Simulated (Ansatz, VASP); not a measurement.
## Two plane-wave programs on TaN

```
Ta N
1.0
     0.00000    2.18784    2.12221
     2.18784    0.00000    2.12221
     2.18784    2.18784    0.00000
Ta N
1 1
Direct
  0.50000 0.50000 0.50000
  0.00000 0.00000 0.00000
```

Change from the starting cell: strain +0.000 along x and y, -0.030 along z, atoms carried along.

Alike in both runs: task single point; functional PBEsol; k mesh 24 × 24 × 24; occupations gaussian, width 0.15 eV; no spin polarisation.

```csv
,VASP,Ansatz
version,VASP 6.6.1,Ansatz 0.2.0
potentials or method,"VASP PAW PBE potentials, release 64 (Ta_pv, N), cutoff 520 eV","scalar-relativistic, plane waves, PAW"
valence electrons in the cell,16,18
```

```csv
,VASP,Ansatz,Ansatz less VASP
gap on the k mesh at the Fermi level (eV),none,none,-
pressure (GPa),13.7,12.5,-1.18
"traceless stress, the component that is largest in VASP (GPa)",15.92,15.78,-0.137
```

VASP's potentials were made for PBE, not for PBEsol. A gap of «none» marks a metal or a gap that the smearing closes. The functional is the same, so the differences come from potentials, cutoffs and numerics. VASP's potentials hold 16 valence electrons a cell and Ansatz's 18, so a difference there can come from the potentials and not from the codes.

Spin-orbit coupling is off throughout.
